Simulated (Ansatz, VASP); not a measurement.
**Two plane-wave programs on Zr**

INCAR

```
PREC     = Accurate       # precision mode
ENCUT    = 600            # plane-wave cutoff, eV
EDIFF    = 1E-6           # SCF threshold, eV
ISMEAR   = 0              # smearing method
SIGMA    = 0.1            # smearing width, eV
LREAL    = F              # projectors in reciprocal space
LASPH    = T              # aspherical terms in the spheres
NELM     = 80             # most SCF steps
ALGO     = Normal         # electronic algorithm
ISIF     = 3              # what is computed and relaxed
LWAVE    = F              # write WAVECAR
LCHARG   = F              # write CHGCAR
GGA      = PE             # functional
IVDW     = 12             # dispersion correction
IBRION   = 2              # ionic algorithm
NSW      = 70             # ionic steps
EDIFFG   = -0.005         # ionic threshold
```

File KPOINTS:

```
regular mesh
0
Gamma
  16 16 16
```

Contents of POSCAR:

```
Zr
1.0
    0.0000000000      2.2635496251      2.2635496251
    2.2635496251      0.0000000000      2.2635496251
    2.2635496251      2.2635496251      0.0000000000
Zr
1
Direct
    0.0000000000      0.0000000000      0.0000000000
```

Input for Ansatz:

```yaml
crystal:
  lattice:
    - [0.0, 2.2635496251, 2.2635496251]
    - [2.2635496251, 0.0, 2.2635496251]
    - [2.2635496251, 2.2635496251, 0.0]
  atoms:
    - { symbol: Zr, position: [0.0, 0.0, 0.0] }
basis:
  ecutwfc: 420
kpoints:
  mp_grid: { grid: [16, 16, 16] }
hamiltonian:
  xc: pbe
  dispersion: d3bj
scf:
  occupations: { method: gaussian, width: 0.1 }
output:
  forces: true
  stress: true
  eigenvalues: true
relax:
  adjacent_minimum: "off"
  f_tol: 0.005
  max_steps: 50
  cell: { stress_tol: 0.05 }
```

Alike in both runs: task relaxation of cell and atoms; functional PBE; dispersion D3(BJ); k mesh 16 × 16 × 16; occupations gaussian, width 0.1 eV; no spin polarisation.

```csv
,VASP,Ansatz
version,VASP 6.6.1,Ansatz 0.2.0
potentials or method,"VASP PAW PBE potentials, release 64 (Zr_sv), cutoff 600 eV","scalar-relativistic, plane waves, PAW"
valence electrons in the cell,12,12
```

VASP gave:

| Property | Result |
| --- | --- |
| gap on the k mesh at the Fermi level, each at its own relaxed structure (eV) | none |
| relaxed volume (Å³/atom) | 22.22 |
| relaxed cell length with the largest relative difference (Å) | 3.156 |

Task: Which values does Ansatz return?

Result: gap on the k mesh at the Fermi level, each at its own relaxed structure (eV): none; relaxed volume (Å³/atom): 22.21; relaxed cell length with the largest relative difference (Å): 3.155.

A gap of «none» marks a metal or a gap that the smearing closes.
